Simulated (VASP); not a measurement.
In, 3 atoms in the cell. The structure is trigonal, space group R-3m (No. 166). Conventional cell: a = 3.405 Å, b = 3.405 Å, c = 25.105 Å, α = 90.00°, β = 90.00°, γ = 120.00°. Within 4.5 Å of In (site symmetry 3m) lie 12 In at 3.40 to 3.42 Å. Within 4.5 Å of In (site symmetry -3m) lie 12 In at 3.40 to 3.42 Å. 

| Item | Value |
| --- | --- |
| Program | VASP 6.6.1 |
| Task | single point |
| Functional | PBE |
| Potentials or basis | VASP PAW PBE potentials, release 64 (In_d) |
| Cutoff | 520 eV |
| k mesh | 9 × 9 × 9 |
| Occupations | fermi-dirac, width 0.05 eV |
| Spin | no spin polarisation |
| Dipole correction | no |
| Further INCAR settings | ALGO = Fast; EDIFF = 1e-07; NBANDS = 26 |

Potentials or basis: VASP PAW PBE potentials, release 64 (In_d).

Command:

```sh
$ cat potpaw_PBE.64/In_d/POTCAR > POTCAR
$ mpirun -np 1 vasp_std > vasp.out
```

Hardware: 1 thread of Intel(R) Xeon(R) 6975P-C (Granite Rapids), with other jobs on the host.

Question: Estimate the wall time of this run.

Answer: It took 14 min on 1 thread of Intel(R) Xeon(R) 6975P-C (Granite Rapids), on a shared host, peak memory 0.62 GiB. Counts: scf iterations 22, k points 85.
